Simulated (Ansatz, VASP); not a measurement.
## BaTiO3 in VASP and in Ansatz

Contents of INCAR:

```
ALGO = Normal
EDIFF = 1E-6
ENCUT = 520
GGA = PE
ISIF = 2
ISMEAR = 0
LASPH = True
LCHARG = True
LELF = True
LREAL = False
LVHAR = True
LWAVE = False
NBANDS = 28
NELM = 80
PREC = Accurate
SIGMA = 0.05
```

KPOINTS

```
k-points
0
Gamma
  8 8 8
```

File POSCAR:

```
BaTiO3
1.0
    4.0192318615      0.0000000000      0.0000000000
    0.0000000000      4.0192318615      0.0000000000
    0.0000000000      0.0000000000      3.8585100676
Ba Ti O
1 1 3
Direct
    0.0000000000      0.0000000000      0.0000000000
    0.5000000000      0.5000000000      0.5000000000
    0.5000000000      0.5000000000      0.0000000000
    0.5000000000      0.0000000000      0.5000000000
    0.0000000000      0.5000000000      0.5000000000
```

Input for Ansatz:

```yaml
crystal:
  lattice:
    - [4.0192318615, 0.0, 0.0]
    - [0.0, 4.0192318615, 0.0]
    - [0.0, 0.0, 3.8585100676]
  atoms:
    - { symbol: Ba, position: [0.0, 0.0, 0.0] }
    - { symbol: Ti, position: [0.5, 0.5, 0.5] }
    - { symbol: O, position: [0.5, 0.5, 0.0] }
    - { symbol: O, position: [0.5, 0.0, 0.5] }
    - { symbol: O, position: [0.0, 0.5, 0.5] }
basis:
  ecutwfc: 420
kpoints:
  mp_grid: { grid: [8, 8, 8] }
hamiltonian:
  xc: pbe
scf:
  occupations: { method: gaussian, width: 0.05 }
output:
  forces: true
  stress: true
  eigenvalues: true
  write_density: true
  write_potential: true
  elf: true
  volumetric_format: npy
```

Change from the starting cell: strain +0.000 along x and y, -0.040 along z, atoms carried along.

Alike in both runs: task single point; functional PBE; k mesh 8 × 8 × 8; occupations gaussian, width 0.05 eV; no spin polarisation.

```csv
,VASP,Ansatz
version,VASP 6.6.1,Ansatz 0.2.0
potentials or method,"VASP PAW PBE potentials, release 64 (Ba_sv, Ti_sv, O), cutoff 520 eV","scalar-relativistic, plane waves, PAW"
valence electrons in the cell,40,40
```

Ansatz gave:

```
gap on the k mesh at the Fermi level (eV)                     : 1.78
least direct gap on the mesh (eV)                             : 1.86
pressure (GPa)                                                : 7.7
traceless stress, the component that is largest in VASP (GPa) : 6.25
```

Q: What did VASP give for the same quantities?

A: gap on the k mesh at the Fermi level (eV): 1.71; least direct gap on the mesh (eV): 1.83; pressure (GPa): 9.7; traceless stress, the component that is largest in VASP (GPa): 6.44.

Spin-orbit coupling is off throughout.
